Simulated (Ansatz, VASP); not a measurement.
# One calculation of Bi2Se3, two programs

Contents of INCAR:

```
SYSTEM = Bi2Se3
PREC = Accurate ; ENCUT = 520
EDIFF = 1E-7 ; ISMEAR = 0
SIGMA = 0.05 ; LREAL = .False.
LASPH = .True. ; NELM = 100
ALGO = Normal ; ISIF = 2
LWAVE = .False. ; LCHARG = .False.
GGA = PE ; NBANDS = 32
```

File KPOINTS:

```
Automatic mesh
0
Gamma
  6 6 6
  0 0 0
```

The input POSCAR:

```
Bi2Se3
1.0
    1.9889736646      1.1483344807     10.4340296434
   -1.9889736646      1.1483344807     10.4340296434
    0.0000000000     -2.2966689614     10.4340296434
Bi Se
2 3
Direct
    0.3955941725      0.3955941725      0.3955941725
    0.6044058275      0.6044058275      0.6044058275
    0.0000000000      0.0000000000      0.0000000000
    0.2210304535      0.2210304535      0.2210304535
    0.7789695465      0.7789695465      0.7789695465
```

Input for Ansatz:

```yaml
crystal:
  lattice:
    - [1.9889736646, 1.1483344807, 10.4340296434]
    - [-1.9889736646, 1.1483344807, 10.4340296434]
    - [0.0, -2.2966689614, 10.4340296434]
  atoms:
    - { symbol: Bi, position: [0.3955941725, 0.3955941725, 0.3955941725] }
    - { symbol: Bi, position: [0.6044058275, 0.6044058275, 0.6044058275] }
    - { symbol: Se, position: [0.0, 0.0, 0.0] }
    - { symbol: Se, position: [0.2210304535, 0.2210304535, 0.2210304535] }
    - { symbol: Se, position: [0.7789695465, 0.7789695465, 0.7789695465] }
basis:
  ecutwfc: 420
kpoints:
  mp_grid: { grid: [6, 6, 6] }
hamiltonian:
  xc: pbe
scf:
  occupations: { method: gaussian, width: 0.05 }
output:
  forces: true
  stress: true
  eigenvalues: true
```

Change from the starting cell: strain -0.050 along x and y, +0.000 along z, atoms carried along.

Alike in both runs: task single point; functional PBE; k mesh 6 × 6 × 6; occupations gaussian, width 0.05 eV; no spin polarisation.

|  | VASP | Ansatz |
| --- | --- | --- |
| version | VASP 6.6.1 | Ansatz 0.2.0 |
| potentials or method | VASP PAW PBE potentials, release 64 (Bi_d, Se), cutoff 520 eV | scalar-relativistic, plane waves, PAW |
| valence electrons in the cell | 48 | 78 |

Ansatz gave:

* gap on the k mesh at the Fermi level (eV): 0.88
* least direct gap on the mesh (eV): 0.88
* pressure (GPa): 6.8
* traceless stress, the component that is largest in VASP (GPa): -1.59
* rms of the force components (eV/Å): 0.333

**Question.** What did VASP give for the same quantities?

**Answer.** gap on the k mesh at the Fermi level (eV): 0.88; least direct gap on the mesh (eV): 0.88; pressure (GPa): 6.8; traceless stress, the component that is largest in VASP (GPa): -1.59; rms of the force components (eV/Å): 0.340.

Atom by atom the forces differ by 0.008 eV/Å (rms over components). VASP's potentials hold 48 valence electrons a cell and Ansatz's 78, so a difference there can come from the potentials and not from the codes.

Neither program's run includes spin-orbit coupling.
